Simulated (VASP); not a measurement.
Zn2SiN2: single point with PBE

Zn2SiN2:

```
Zn Si N
1.0
     1.43236    0.82697    7.74492
    -1.43236    0.82697    7.74492
     0.00000   -1.65395    7.74492
Zn Si N
2 1 2
Direct
  0.71039 0.71039 0.71039
  0.28961 0.28961 0.28961
  0.50000 0.50000 0.50000
  0.20821 0.20821 0.20821
  0.79179 0.79179 0.79179
```

The cell was generated, and may not be a known phase.

| Item | Value |
| --- | --- |
| Program | VASP 6.6.1 |
| Task | single point |
| Functional | PBE |
| Potentials or basis | VASP PAW PBE potentials, release 64 (Zn, Si, N) |
| Cutoff | 520 eV |
| k mesh | 18 × 18 × 18 |
| Occupations | gaussian, width 0.1 eV |
| Spin | no spin polarisation |

| Quantity | Value |
| --- | --- |
| Pressure | 0.4 GPa |
| Largest force | 0.078 eV/Å |
| Band gap on the k mesh | zero (bands 19 and 20 overlap by 1.12 eV) |

Forces in eV/Å, atoms in the order of the input:
```
Zn   0.000  0.000 -0.063
Zn   0.000  0.000  0.063
Si   0.000  0.000  0.000
N    0.000  0.000 -0.078
N    0.000  0.000  0.078
```

Stress tensor (GPa, compression positive):
```
0.08 0.00 0.00
0.00 0.08 0.00
0.00 0.00 1.09
```

Levels at points of the mesh, in eV from the Fermi level:
```csv
k point,band 15,band 16,band 17,band 18,band 19,band 20,band 21,band 22,band 23,band 24
"(0.00, 0.00, 0.00)",-3.93,-0.83,-0.83,0.01,0.01,3.06,5.66,7.13,8.89,10.71
"(0.50, 0.00, 0.00)",-3.08,-2.92,-2.59,-0.83,-0.53,-0.38,3.11,5.04,6.28,9.14
"(0.50, 0.50, 0.00)",-2.95,-2.66,-2.04,-1.62,-1.44,-0.34,4.04,5.41,6.46,8.49
"(0.50, 0.50, 0.50)",-1.36,-0.82,-0.82,0.00,0.00,1.28,7.08,7.27,7.80,10.70
```

It took 42 min on 1 thread of Intel(R) Xeon(R) 6975P-C (Granite Rapids) (shared host), peak memory 1.1 GiB.
